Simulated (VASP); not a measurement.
# Hf2S (P6_3/mmc) in VASP: notebook, part 2 of 3

VASP 6.6.1. Earlier steps stand in the parts before.

### Step 3. Single point, PBEsol (19.42 Å³/atom)

This run uses another cell than the first one, of 19.42 Å³/atom.

Input file INCAR:

```
PREC = Accurate ; ENCUT = 520
EDIFF = 1E-7 ; ISMEAR = 0
SIGMA = 0.1 ; LREAL = F
LASPH = T ; NELM = 80
ALGO = Normal ; ISIF = 2
LWAVE = F ; LCHARG = F
GGA = PS ; NBANDS = 35
```

Input file KPOINTS:

```
Automatic mesh
0
Gamma
  12 12 4
```

Input file POSCAR:

```
Hf2S
1.0
    3.3854864243      0.0000000000      0.0000000000
   -1.6927432122      2.9319172476      0.0000000000
    0.0000000000      0.0000000000     11.7392695537
Hf S
4 2
Direct
    0.6666666667      0.3333333333      0.8984716305
    0.3333333333      0.6666666667      0.3984716305
    0.6666666667      0.3333333333      0.6015283695
    0.3333333333      0.6666666667      0.1015283695
    0.0000000000      0.0000000000      0.7500000000
    0.0000000000      0.0000000000      0.2500000000
```

Potentials or basis: VASP PAW PBE potentials, release 64 (Hf_pv, S).

Started as:

```sh
cat potpaw_PBE.64/Hf_pv/POTCAR potpaw_PBE.64/S/POTCAR > POTCAR
mpirun -np 1 vasp_std > vasp.out
```

OUTCAR:

```text
PREC = Accurate
   ENCUT = 520
   EDIFF = 1E-7
   ISMEAR = 0
   LREAL = F
   LASPH = T
   NELM = 80
   ISIF = 2
   GGA = PS

 ion  position               nearest neighbor table
   1  0.667  0.333  0.898-   5 2.62   5 2.62   5 2.62   4 3.08   4 3.08   4 3.08   3 3.49
   2  0.333  0.667  0.398-   6 2.62   6 2.62   6 2.62   3 3.08   3 3.08   3 3.08   4 3.49
   3  0.667  0.333  0.602-   5 2.62   5 2.62   5 2.62   2 3.08   2 3.08   2 3.08   1 3.49
   4  0.333  0.667  0.102-   6 2.62   6 2.62   6 2.62   1 3.08   1 3.08   1 3.08   2 3.49
   5  0.000  0.000  0.750-   1 2.62   3 2.62   1 2.62   3 2.62   1 2.62   3 2.62
   6  0.000  0.000  0.250-   2 2.62   4 2.62   2 2.62   4 2.62   2 2.62   4 2.62

  LATTYP: Found a hexagonal cell.
 ALAT       =     3.3854864243
 C/A-ratio  =     3.4675281724

  Lattice vectors:

 A1 = (   3.3854864243,   0.0000000000,   0.0000000000)
 A2 = (  -1.6927432122,   2.9319172476,   0.0000000000)
 A3 = (   0.0000000000,   0.0000000000,  11.7392695537)

Analysis of symmetry for initial positions (statically):
=====================================================================
 Subroutine PRICEL returns:
 Original cell was already a primitive cell.

 Routine SETGRP: Setting up the symmetry group for a
 hexagonal supercell.

 Subroutine GETGRP returns: Found 24 space group operations
 (whereof 12 operations were pure point group operations)
 out of a pool of 24 trial point group operations.

The static configuration has the point symmetry D_3d.
 The point group associated with its full space group is D_6h.

Analysis of symmetry for dynamics (positions and initial velocities):
=====================================================================
 Subroutine PRICEL returns:
 Original cell was already a primitive cell.

 Routine SETGRP: Setting up the symmetry group for a
 hexagonal supercell.

 Subroutine GETGRP returns: Found 24 space group operations
 (whereof 12 operations were pure point group operations)
 out of a pool of 24 trial point group operations.

The dynamic configuration has the point symmetry D_3d.
 The point group associated with its full space group is D_6h.

 Subroutine INISYM returns: Found 24 space group operations
 (whereof 12 operations are pure point group operations),
 and found     1 'primitive' translations

----------------------------------------------------------------------------------------

                                     Primitive cell

  volume of cell :     116.5236

  direct lattice vectors                    reciprocal lattice vectors
     3.385486424  0.000000000  0.000000000     0.295378529  0.170536873  0.000000000
    -1.692743212  2.931917248  0.000000000     0.000000000  0.341073746  0.000000000
     0.000000000  0.000000000 11.739269554     0.000000000  0.000000000  0.085184176

  length of vectors
     3.385486424  3.385486424 11.739269554     0.341073746  0.341073746  0.085184176

  position of ions in fractional coordinates (direct lattice)
     0.666666667  0.333333333  0.898471630
     0.333333333  0.666666667  0.398471630
     0.666666667  0.333333333  0.601528370
     0.333333333  0.666666667  0.101528370
     0.000000000  0.000000000  0.750000000
     0.000000000  0.000000000  0.250000000

  ion indices of the primitive-cell ions
   primitive index   ion index
                 1           1
                 2           2
                 3           3
                 4           4
[... 35 lines left out ...]
  0.333333  0.000000  0.000000      6.000000
  0.416667  0.000000  0.000000      6.000000
[... 16 lines left out ...]
  0.250000  0.000000  0.250000     12.000000
  0.333333  0.000000  0.250000     12.000000
 [... further k-points ...]
   k-points           NKPTS =     57   k-points in BZ     NKDIM =     57   number of bands    NBANDS=     35
   number of dos      NEDOS =    301   number of ions     NIONS =      6
   total plane-waves  NPLWV =  70560
   dimension x,y,z NGX =    28 NGY =   28 NGZ =   90
   dimension x,y,z NGXF=    56 NGYF=   56 NGZF=  180
   ions per type =               4   2
   NGX,Y,Z   is equivalent  to a cutoff of  13.75, 13.75, 12.75 a.u.
   NGXF,Y,Z  is equivalent  to a cutoff of  27.50, 27.50, 25.49 a.u.
 SYSTEM =  unknown system
   PREC   = accura    normal or accurate (medium, high low for compatibility)
   ISTART =      0    job   : 0-new  1-cont  2-samecut
   ICHARG =      2    charge: 1-file 2-atom 10-const
   ISPIN  =      1    spin polarized calculation?
   LNONCOLLINEAR =      F non collinear calculations
   LSORBIT =      F    spin-orbit coupling
   LASPH  =      T    aspherical Exc in radial PAW
   ENCUT  =  520.0 eV  38.22 Ry    6.18 a.u.   6.29  6.29 21.83*2*pi/ulx,y,z
   NELM   =     80;   NELMIN=  2; NELMDL= -5     # of ELM steps
   EDIFF  = 0.1E-06   stopping-criterion for ELM
   LREAL  =      F    real-space projection
   EDIFFG = 0.1E-05   stopping-criterion for IOM
   NSW    =      0    number of steps for IOM
   IBRION =     -1    ionic relax: 0-MD 1-quasi-New 2-CG
   NFREE  =      0    steps in history (QN), initial steepest desc. (CG)
   ISIF   =      2    stress and relaxation
   ISYM   =      2    0-nonsym 1-usesym 2-fastsym
   POTIM  = 0.5000    time-step for ionic-motion
   TEBEG  =    0.0;   TEEND  =   0.0 temperature during run
   PSTRESS=    0.0 pullay stress
   NELECT =      52.0000    total number of electrons
   NUPDOWN=      -1.0000    fix difference up-down
   EMIN   =  10.00;   EMAX   =-10.00  energy-range for DOS
   EFERMI =   0.00;   METHOD = LEGACY
   ISMEAR =     0;   SIGMA  =   0.10  broadening in eV -4-tet -1-fermi 0-gaus
   EFERMI_NEDOS =   21; number of points for ismear=-14 and -15
   IALGO  =     38    algorithm
   IMIX   =      4    mixing-type and parameters
     AMIX     =   0.40;   BMIX     =  1.00
     AMIX_MAG =   1.60;   BMIX_MAG =  1.00
  volume/ion in A,a.u.               =      19.42       131.06
  Fermi-wavevector in a.u.,A,eV,Ry     =   1.251040  2.364124 21.294506  1.565102
  Thomas-Fermi vector in A             =   2.385006
   LORBIT       =      0    0 simple, 1 ext, 2 COOP (PROOUT), +10 PAW based schemes
   GGA     = PS    functional components
   LHFCALC =     F    Hartree Fock is set to
   AEXX    =    0.0000 exact exchange contribution
   IVDW    =     0    specifies the selected vdW correction
   LEPSILON=     F    determine dielectric tensor
   LRPA    =     F    only Hartree local field effects (RPA)
 non-spin polarized calculation
 Gauss-broadening in eV      SIGMA  =   0.10
  energy-cutoff  :      520.00
  volume of cell :      116.52
 maximum number of plane-waves:      3163
 NGX is ok and might be reduce to    28
   NGX = 13   NGY = 13   NGZ = 43

 number of electron      52.0000001 magnetization

 Free energy of the ion-electron system (eV)
  ---------------------------------------------------
  ext. energy  EPLUGINS =         0.00000000
  ---------------------------------------------------
  free energy    TOTEN  =       -57.40874041 eV

  energy without entropy =      -57.39459868  energy(sigma->0) =      -57.40166954

 E-fermi :   6.2177     XC(G=0): -11.4684

 val. band max:        6.2039175142   @ k =   0.2500   0.0833   0.0000
 cond. band min:       6.2252131802   @ k =   0.0833   0.0833   0.0000
 fundamental gap:      0.0212956660
 Fermi energy:         6.2177497686

 k-point     1 :       0.0000    0.0000    0.0000
  band No.  band energies     occupation
      1     -25.0404      2.00000
      2     -24.9163      2.00000
      3     -24.6219      2.00000
      4     -24.5323      2.00000
      5     -24.5323      2.00000
      6     -24.5223      2.00000
[... 901 lines left out ...]
     34       9.2137      0.00000
     35       9.7188      0.00000

 [... further k-points ...]

------------------------ aborting loop because EDIFF is reached ----------------------------------------

  FORCE on cell =-STRESS in cart. coord.  units (eV):
  Direction    XX          YY          ZZ          XY          YZ          ZX
  --------------------------------------------------------------------------------------
  -------------------------------------------------------------------------------------
  Total       -3.1942290     -3.1942290     -3.1846344      0.0000000      0.0000000      0.0000000
  in kB      -43.9200450    -43.9200450    -43.7881204      0.0000000      0.0000000      0.0000000
  external PRESSURE =     -43.8760702 kB  Pullay stress =       0.0000000 kB

 VOLUME and BASIS-vectors are now :
 -----------------------------------------------------------------------------
  energy-cutoff  :      520.00
  volume of cell :      116.52
      direct lattice vectors                 reciprocal lattice vectors
     3.385486424  0.000000000  0.000000000     0.295378529  0.170536873  0.000000000
    -1.692743212  2.931917248  0.000000000     0.000000000  0.341073746  0.000000000
     0.000000000  0.000000000 11.739269554     0.000000000  0.000000000  0.085184176

 POSITION                                       TOTAL-FORCE (eV/Angst)
 -----------------------------------------------------------------------------------
      1.69274      0.97731     10.54740         0.000000      0.000000     -0.009455
     -0.00000      1.95461      4.67777        -0.000000      0.000000     -0.009455
      1.69274      0.97731      7.06150         0.000000     -0.000000      0.009455
     -0.00000      1.95461      1.19187        -0.000000      0.000000      0.009455
      0.00000      0.00000      8.80445         0.000000     -0.000000      0.000000
      0.00000      0.00000      2.93482         0.000000      0.000000      0.000000
 -----------------------------------------------------------------------------------
    total drift:                               -0.000000     -0.000000     -0.000000

  FREE ENERGIE OF THE ION-ELECTRON SYSTEM (eV)
  ---------------------------------------------------
  free  energy   TOTEN  =       -57.4087404054 eV

  energy  without entropy=      -57.3945986839  energy(sigma->0) =      -57.40166954
```

stdout:

```text
POSCAR found type information on POSCAR HfS
 POSCAR found :  2 types and       6 ions
 scaLAPACK will be used
 -----------------------------------------------------------------------------
|                                                                             |
|                                                                             |
|     You enforced a specific xc type in the INCAR file but a different       |
|     I HOPE YOU KNOW WHAT YOU ARE DOING!                                     |
|                                                                             |
 -----------------------------------------------------------------------------

 LDA part: xc-table for (Slater+PW92), standard interpolation
 POSCAR, INCAR and KPOINTS ok, starting setup
 FFT: planning ... GRIDC
 FFT: planning ... GRID_SOFT
 FFT: planning ... GRID
 WAVECAR not read
 entering main loop
```

Wall time 6.2 min (1 thread of Intel Xeon 8259CL, shared host); peak memory 0.36 GiB.

Results:

| Item | Value |
| --- | --- |
| Free energy | -57.4087 eV |
| Pressure | -4.4 GPa |
| Largest force | 0.009 eV/Å |
| Band gap on the k mesh | zero (bands 26 and 27 overlap by 1.01 eV) |

Forces on the atoms (eV/Å):
```
Hf   0.000  0.000 -0.009
Hf   0.000  0.000 -0.009
Hf   0.000  0.000  0.009
Hf   0.000  0.000  0.009
S    0.000  0.000  0.000
S    0.000  0.000  0.000
```

Caveat: the cell stands under tension; the PAW data sets were made with another functional, which shifts forces and pressure a little; spin-orbit coupling is left out, which moves the levels of the heavy elements.

[end of part 2 of 3]

The gap in the log of VASP goes by the Fermi energy; the results here count the filled bands.